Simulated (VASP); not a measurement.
Wanted: the native input for a VASP 6.6.1 run.

* Task: single point
* Functional: r2SCAN
* Potentials or basis: VASP PAW PBE potentials, release 64 (Cu, O)
* Cutoff: 520 eV
* k mesh: 14 × 14 × 14
* Occupations: fermi-dirac, width 0.1 eV
* Spin: no spin polarisation
* Dipole correction: no
* Further INCAR settings: ALGO = Normal; EDIFF = 1e-06; NBANDS = 16

CuO (rock salt type):

```
Cu O
1.0
     0.00000    2.12889    2.12889
     2.12889    0.00000    2.12889
     2.12889    2.12889    0.00000
Cu O
1 1
Cartesian
  0.0000 0.0000 0.0000
  2.1289 2.1289 2.1289
```

One way to write it, as run:

POSCAR

```
CuO
1.0
    0.0000000000      2.1288902138      2.1288902138
    2.1288902138      0.0000000000      2.1288902138
    2.1288902138      2.1288902138      0.0000000000
Cu O
1 1
Direct
    0.0000000000      0.0000000000      0.0000000000
    0.5000000000      0.5000000000      0.5000000000
```

INCAR.step1

```
PREC = Accurate
ENCUT = 520
ISMEAR = -1
SIGMA = 0.1
LREAL = False
LASPH = True
NELM = 100
NBANDS = 16
GGA = PE
ALGO = Normal
EDIFF = 1E-4
LWAVE = True
LCHARG = False
```

INCAR.step2

```
PREC = Accurate
ENCUT = 520
EDIFF = 1E-6
ISMEAR = -1
SIGMA = 0.1
LREAL = False
LASPH = True
NELM = 100
ALGO = Normal
ISIF = 2
LWAVE = False
LCHARG = True
METAGGA = R2SCAN
LMIXTAU = True
LELF = True
LVHAR = True
NBANDS = 16
ISTART = 1
```

KPOINTS

```
Automatic mesh
0
Gamma
  14 14 14
```

Potentials or basis: VASP PAW PBE potentials, release 64 (Cu, O).

The run is started by

```bash
$ cat potpaw_PBE.64/Cu/POTCAR potpaw_PBE.64/O/POTCAR > POTCAR
$ cp INCAR.step1 INCAR
$ mpirun -np 1 vasp_std > vasp.out
$ cp INCAR.step2 INCAR
$ mpirun -np 1 vasp_std > vasp.out
```

Results of the run:

The pressure is -8.3 GPa.

Caveat: the PAW data sets were made with another functional, which shifts forces and pressure a little; an odd number of electrons without spin polarisation forces a metal; a magnetic or distorted state may lie lower.

Run time: 98 s on 1 thread of AMD EPYC 9R45 96-Core Processor (Zen 5), on a shared host, peak memory 0.13 GiB.
